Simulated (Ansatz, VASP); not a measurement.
**One calculation of InOs, two programs**

```xyz
2
Lattice="1.5070 0.8701 4.4224 -1.5070 0.8701 4.4224 0.0000 -1.7401 4.4224" Properties=species:S:1:pos:R:3 pbc="T T T"
In    0.0000    0.0000    0.0000
Os    0.0000    0.0000    6.6336
```

Change from the starting cell: species swapped into the SbAs type (R3m, No. 160).

Alike in both runs: functional PBE; k mesh 24 × 24 × 24; occupations gaussian, width 0.1 eV; no spin polarisation.

Ansatz relaxed the structure, and its values are those at the end. VASP's run is a single point on that final structure, the one shown.

|  | VASP | Ansatz |
| --- | --- | --- |
| version | VASP 6.6.1 | Ansatz 0.2.0 |
| potentials or method | VASP PAW PBE potentials, release 64 (In_d, Os), cutoff 520 eV | scalar-relativistic, plane waves, PAW |
| valence electrons in the cell | 21 | 29 |

|  | VASP | Ansatz | Ansatz less VASP |
| --- | --- | --- | --- |
| gap on the k mesh at the Fermi level (eV) | none | none | - |
| pressure (GPa) | 0.0 | 0.0 | +0.04 |

A gap of «none» marks a metal or a gap that the smearing closes. The functional is the same, so the differences come from potentials, cutoffs and numerics. VASP's potentials hold 21 valence electrons a cell and Ansatz's 29, so a difference there can come from the potentials and not from the codes.

Spin-orbit coupling is off throughout.
